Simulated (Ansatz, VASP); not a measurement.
## AlN: VASP beside Ansatz

Contents of INCAR:

```
  PREC = Accurate
  ENCUT = 520
  EDIFF = 1E-7
  ISMEAR = -1
  SIGMA = 0.05
  LREAL = False
  LASPH = True
  NELM = 100
  ALGO = Normal
  ISIF = 2
  LWAVE = False
  LCHARG = False
  GGA = PE
  NBANDS = 16
```

Contents of KPOINTS:

```
Automatic mesh
0
Gamma
  9 9 7
```

File POSCAR:

```
AlN
1.0
    3.3340509224      0.0000000000      0.0000000000
   -1.6670254612      2.8873727963      0.0000000000
    0.0000000000      0.0000000000      4.2152960135
Al N
2 2
Direct
    0.6666666667      0.3333333333      0.2500000000
    0.3333333333      0.6666666667      0.7500000000
    0.6666666667      0.3333333333      0.7500000000
    0.3333333333      0.6666666667      0.2500000000
```

File input.yaml:

```yaml
crystal:
  lattice:
    - [3.3340509224, 0.0, 0.0]
    - [-1.6670254612, 2.8873727963, 0.0]
    - [0.0, 0.0, 4.2152960135]
  atoms:
    - { symbol: Al, position: [0.6666666667, 0.3333333333, 0.25] }
    - { symbol: Al, position: [0.3333333333, 0.6666666667, 0.75] }
    - { symbol: "N", position: [0.6666666667, 0.3333333333, 0.75] }
    - { symbol: "N", position: [0.3333333333, 0.6666666667, 0.25] }
kpoints:
  mp_grid: { grid: [9, 9, 7] }
scf:
  occupations: { method: fermi_dirac, width: 0.05 }
hamiltonian:
  xc: pbe
  pseudopotentials: { kind: all_electron, lapw: { basis_error: 0.001 } }
output:
  forces: true
  stress: true
  eigenvalues: true
```

Change from the starting cell: volume scaled by 1.02.

Alike in both runs: task single point; functional PBE; k mesh 9 × 9 × 7; occupations fermi-dirac, width 0.05 eV; no spin polarisation.

|  | VASP | Ansatz |
| --- | --- | --- |
| version | VASP 6.6.1 | Ansatz 0.2.0 |
| potentials or method | VASP PAW PBE potentials, release 64 (Al, N), cutoff 520 eV | all-electron LAPW, scalar-relativistic |

```csv
,VASP,Ansatz,Ansatz less VASP
gap on the k mesh at the Fermi level (eV),3.12,3.12,+0.001
least direct gap on the mesh (eV),3.12,3.12,+0.001
pressure (GPa),-4.0,-3.7,+0.26
"traceless stress, the component that is largest in VASP (GPa)",0.54,0.47,-0.073
```

Ansatz ran all-electron here, and VASP with PAW potentials.
